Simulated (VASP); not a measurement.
Input of a VASP 6.6.1 run:

INCAR

```
SYSTEM = Al3BN2
PREC = Accurate
ENCUT = 520
EDIFF = 1E-7
ISMEAR = 0
SIGMA = 0.1
LREAL = .False.
LASPH = .True.
NELM = 100
ALGO = Normal
ISIF = 2
LWAVE = .False.
LCHARG = .True.
GGA = PE
LELF = .True.
LVHAR = .True.
NBANDS = 34
```

KPOINTS

```
regular mesh
0
Gamma
  8 8 8
  0 0 0
```

Contents of POSCAR:

```
Al3BN2
1.0
    2.5954054044     -4.5514783035      0.0199878989
    2.5954054044      4.5514783035      0.0199878989
   -0.6885139587      0.0000000000      5.2592677233
Al B N
6 2 4
Direct
    0.3992531307      0.3992531307      0.7288801878
    0.6007468693      0.6007468693      0.2711198122
    0.6104392092      0.0103547991      0.7507435091
    0.3895607908      0.9896452009      0.2492564909
    0.0103547991      0.6104392092      0.7507435091
    0.9896452009      0.3895607908      0.2492564909
    0.9739976451      0.9739976451      0.6501350769
    0.0260023549      0.0260023549      0.3498649231
    0.6667303115      0.3332696885      0.5000000000
    0.6589230003      0.3410769997      0.0000000000
    0.3410769997      0.6589230003      0.0000000000
    0.3332696885      0.6667303115      0.5000000000
```

Potentials or basis: VASP PAW PBE potentials, release 64 (Al, B, N).

Run with:

```console
$ cat potpaw_PBE.64/Al/POTCAR potpaw_PBE.64/B/POTCAR potpaw_PBE.64/N/POTCAR > POTCAR
$ mpirun -np 1 vasp_std > vasp.out
```

Question: What does it give for the pressure?

Answer: -0.2 GPa.

Question: What does it give for the largest force?

Answer: 0.014 eV/Å.

Question: Predict the band gap on the k mesh.

Answer: Zero (bands 22 and 23 overlap by 0.40 eV).

Forces in eV/Å, atoms in the order of the input:
```
Al   0.004  0.000 -0.003
Al  -0.004  0.000  0.003
Al  -0.001  0.006 -0.004
Al   0.001 -0.006  0.004
Al  -0.001 -0.006 -0.004
Al   0.001  0.006  0.004
B    0.001  0.000  0.014
B   -0.001  0.000 -0.014
N    0.000 -0.002  0.000
N    0.000 -0.006  0.000
N    0.000  0.006  0.000
N    0.000  0.002  0.000
```

Caveat: semilocal functionals underestimate gaps, and a narrow one can read as zero.
